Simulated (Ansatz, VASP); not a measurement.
**Ni in VASP and in Ansatz**

```
Ni
1.0
     2.48804    0.00000    0.00000
    -1.24402    2.15470    0.00000
     0.00000    0.00000   22.09440
Ni
4
Direct
  0.00000 0.00000 0.36350
  0.33333 0.66667 0.45425
  0.66667 0.33333 0.54575
  0.00000 0.00000 0.63650
```

Alike in both runs: functional PBE; k mesh 19 × 19 × 1; occupations fermi-dirac, width 0.05 eV; collinear spin.

Ansatz relaxed the structure, and its values are those at the end. VASP's run is a single point on that final structure, the one shown.

|  | VASP | Ansatz |
| --- | --- | --- |
| version | VASP 6.6.1 | Ansatz 0.2.0 |
| potentials or method | VASP PAW PBE potentials, release 64 (Ni), cutoff 520 eV | all-electron LAPW, scalar-relativistic |

```csv
,VASP,Ansatz,Ansatz less VASP
net moment per atom (μB),0.66,0.66,+0.008
size of the moment on the site where the two differ most (μB),0.68,0.71,+0.032
```

Site moments also hang on the region over which each program counts them. Ansatz ran all-electron here, and VASP with PAW potentials.
